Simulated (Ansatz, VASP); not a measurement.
# Two plane-wave programs on Re

```
Re
1.0
     1.38392    0.79901    6.83258
    -1.38392    0.79901    6.83258
     0.00000   -1.59802    6.83258
Re
3
Direct
  0.00000 0.00000 0.00000
  0.22217 0.22217 0.22217
  0.77783 0.77783 0.77783
```

Change from the starting cell: zz strain of +2 %, PAW files.

Alike in both runs: task electric field gradients; functional PBE; k mesh 15 × 15 × 15; occupations fermi-dirac, width 0.05 eV; no spin polarisation.

```csv
,VASP,Ansatz
version,VASP 6.6.1,Ansatz 0.2.0
potentials or method,"VASP PAW PBE potentials, release 64 (Re)","PAW with Ansatz's default frozen-core files, scalar-relativistic"
plane-wave cutoff (eV),520,420
valence electrons in the cell,21,45
```

VASP gave:

| Item | Value |
| --- | --- |
| pressure (GPa) | -4.1 |
| traceless stress, the component that is largest in VASP (GPa) | -5.94 |
| rms of the force components (eV/Å) | 0.031 |
| size of Vzz on the site where it differs most (V/Å²) | 33.5 |

Question: What did Ansatz give for the same quantities?

Answer: Pressure (GPa): -3.5; traceless stress, the component that is largest in VASP (GPa): -5.96; rms of the force components (eV/Å): 0.029; size of Vzz on the site where it differs most (V/Å²): 41.6.

Atom by atom the forces differ by 0.001 eV/Å (rms over components). VASP's potentials hold 21 valence electrons a cell and Ansatz's 45, so a difference there can come from the potentials and not from the codes.

Neither program's run includes spin-orbit coupling.
